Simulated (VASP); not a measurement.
Set up this calculation in VASP 6.6.1, as the native input.

```
Task                   : single point
Functional             : r2SCAN
Potentials or basis    : VASP PAW PBE potentials, release 64 (Zn, S)
Cutoff                 : 520 eV
k mesh                 : 8 × 8 × 8
Occupations            : gaussian, width 0.05 eV
Spin                   : no spin polarisation
Dipole correction      : no
Further INCAR settings : ALGO = Normal; EDIFF = 1e-06; NBANDS = 16
```

Crystal: ZnS.

```
CELL_PARAMETERS angstrom
0.00000 2.70465 2.70465
2.70465 0.00000 2.70465
2.70465 2.70465 0.00000
ATOMIC_POSITIONS crystal
Zn 0.00000 0.00000 0.77816
S 0.75000 0.75000 0.75000
```

This cell differs from its parent crystal: atom 1 (Zn) moved by (-0.600, -0.600) A along x and y.

These files were run (other wordings do the same):

POSCAR

```
ZnS
1.0
    0.0000000000      2.7046500000      2.7046500000
    2.7046500000      0.0000000000      2.7046500000
    2.7046500000      2.7046500000      0.0000000000
Zn S
1 1
Direct
    0.0000000000      0.0000000000     -0.2218401642
    0.7500000000      0.7500000000      0.7500000000
```

INCAR.step1

```
SYSTEM = ZnS
ALGO = Normal
EDIFF = 1E-4
ENCUT = 520
GGA = PE
ISMEAR = 0
LASPH = .True.
LCHARG = .False.
LREAL = .False.
LWAVE = .True.
NBANDS = 16
NELM = 60
PREC = Accurate
SIGMA = 0.05
```

INCAR.step2

```
SYSTEM = ZnS
ALGO = Normal
EDIFF = 1E-6
ENCUT = 520
ISIF = 2
ISMEAR = 0
ISTART = 1
LASPH = .True.
LCHARG = .False.
LMIXTAU = .True.
LREAL = .False.
LWAVE = .False.
METAGGA = R2SCAN
NBANDS = 16
NELM = 60
PREC = Accurate
SIGMA = 0.05
```

KPOINTS

```
k-points
0
Gamma
  8 8 8
  0 0 0
```

Potentials or basis: VASP PAW PBE potentials, release 64 (Zn, S).

Launch:

```sh
$ cat potpaw_PBE.64/Zn/POTCAR potpaw_PBE.64/S/POTCAR > POTCAR
$ cp INCAR.step1 INCAR
$ mpirun -np 1 vasp_std > vasp.out
$ cp INCAR.step2 INCAR
$ mpirun -np 1 vasp_std > vasp.out
```

Results of the run:

- Pressure: 31.0 GPa
- Largest force: 16.068 eV/Å
- Band gap on the k mesh: 2.20 eV (least direct gap 2.27 eV)

Caveat: the cell differs from its parent crystal (atom 1 (Zn) moved by (-0.600, -0.600) A along x and y); the cell stands under pressure; the PAW data sets were made with another functional, which shifts forces and pressure a little.

Run time: 5.7 min on 1 thread of Intel Xeon 8259CL, with other jobs on the host, peak memory 0.23 GiB.
